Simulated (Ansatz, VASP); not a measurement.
PtSeS4: VASP beside Ansatz

```xyz
6
Lattice="3.5789 0.0000 0.0000 -1.7895 3.0995 0.0000 0.0000 0.0000 12.9970" Properties=species:S:1:pos:R:3 pbc="T T T"
Pt    0.0000    0.0000    6.4985
Se    0.0000    0.0000    0.0000
S     1.7895    1.0332    7.7245
S     1.7895    1.0332    1.4634
S     0.0000    2.0663   11.5336
S     0.0000    2.0663    5.2724
```

Change from the starting cell: species swapped into the SrCaSi4 type (P-3m1, No. 164).

Alike in both runs: functional PBE; k mesh 12 × 12 × 2; occupations gaussian, width 0.02 eV; no spin polarisation.

Ansatz relaxed the structure, and its values are those at the end. VASP's run is a single point on that final structure, the one shown.

```csv
,VASP,Ansatz
version,VASP 6.6.1,Ansatz 0.2.0
potentials or method,"VASP PAW PBE potentials, release 64 (Pt, Se, S), cutoff 520 eV","scalar-relativistic, plane waves, PAW"
valence electrons in the cell,40,58
```

Ansatz gave:

* gap on the k mesh at the Fermi level (eV): 0.87
* least direct gap on the mesh (eV): 1.34
* pressure (GPa): 0.0
* rms of the force components (eV/Å): 0.001

Task: Which values does VASP return?

Result: gap on the k mesh at the Fermi level (eV): 0.88; least direct gap on the mesh (eV): 1.35; pressure (GPa): -0.2; rms of the force components (eV/Å): 0.013.

VASP's potentials hold 40 valence electrons a cell and Ansatz's 58, so a difference there can come from the potentials and not from the codes.

Neither program's run includes spin-orbit coupling.
